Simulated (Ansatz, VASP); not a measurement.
Two plane-wave programs on Ag

POSCAR

```
Ag
1.0
    0.0000000000      2.0427500000      2.0427500000
    2.0427500000      0.0000000000      2.0427500000
    2.0427500000      2.0427500000      0.0000000000
Ag
1
Direct
    0.0000000000      0.0000000000      0.0000000000
```

Contents of INCAR.step1:

```
PREC     = Accurate       # precision mode
ENCUT    = 520            # plane-wave cutoff, eV
EDIFF    = 1E-5           # SCF threshold, eV
ISMEAR   = -1             # smearing method
SIGMA    = 0.05           # smearing width, eV
LREAL    = False          # projectors in reciprocal space
LASPH    = True           # aspherical terms in the spheres
NELM     = 60             # most SCF steps
ALGO     = Normal         # electronic algorithm
ISIF     = 2              # what is computed and relaxed
LWAVE    = True           # write WAVECAR
GGA      = PE             # functional
NBANDS   = 12             # bands
```

INCAR.step2

```
PREC     = Accurate       # precision mode
ENCUT    = 520            # plane-wave cutoff, eV
EDIFF    = 1E-6           # SCF threshold, eV
ISMEAR   = -1             # smearing method
SIGMA    = 0.05           # smearing width, eV
LREAL    = False          # projectors in reciprocal space
LASPH    = True           # aspherical terms in the spheres
NELM     = 60             # most SCF steps
ALGO     = Normal         # electronic algorithm
ISIF     = 2              # what is computed and relaxed
LWAVE    = False          # write WAVECAR
LCHARG   = True           # write CHGCAR
GGA      = B5             # functional
LHFCALC  = True           # exact exchange
AEXX     = 0.2            # exact-exchange fraction
AGGAX    = 0.72         
AGGAC    = 0.81         
ALDAC    = 0.19         
PRECFOCK = Normal       
LELF     = True           # ELF
LVHAR    = True         
ISTART   = 1            
NBANDS   = 12             # bands
```

KPOINTS

```
Automatic mesh
0
Gamma
  6 6 6
```

Contents of input.yaml:

```yaml
crystal:
  lattice:
    - [0.0, 2.04275, 2.04275]
    - [2.04275, 0.0, 2.04275]
    - [2.04275, 2.04275, 0.0]
  atoms:
    - { symbol: Ag, position: [0.0, 0.0, 0.0] }
hamiltonian:
  xc: b3lyp5
  pseudopotentials: { kind: paw }
kpoints:
  mp_grid: { grid: [6, 6, 6] }
scf:
  occupations: { method: fermi_dirac, width: 0.05 }
output:
  forces: true
  stress: true
  eigenvalues: true
  write_density: true
  write_potential: true
  elf: true
  volumetric_format: npy
```

Alike in both runs: task single point; functional B3LYP5; k mesh 6 × 6 × 6; occupations fermi-dirac, width 0.05 eV; no spin polarisation.

|  | VASP | Ansatz |
| --- | --- | --- |
| version | VASP 6.6.1 | Ansatz 0.2.0 |
| potentials or method | VASP PAW PBE potentials, release 64 (Ag) | Ansatz PAW |
| plane-wave cutoff (eV) | 520 | 420 |
| valence electrons in the cell | 11 | 19 |

```tsv
	VASP	Ansatz	Ansatz less VASP
gap on the k mesh at the Fermi level (eV)	none	none	-
pressure (GPa)	11.0	12.1	+1.09
```

VASP's potentials were made for PBE, not for B3LYP5. A gap of «none» marks a metal or a gap that the smearing closes. VASP's potentials hold 11 valence electrons a cell and Ansatz's 19, so a difference there can come from the potentials and not from the codes.

The k mesh is coarse, so the values compare programs but aren't converged.
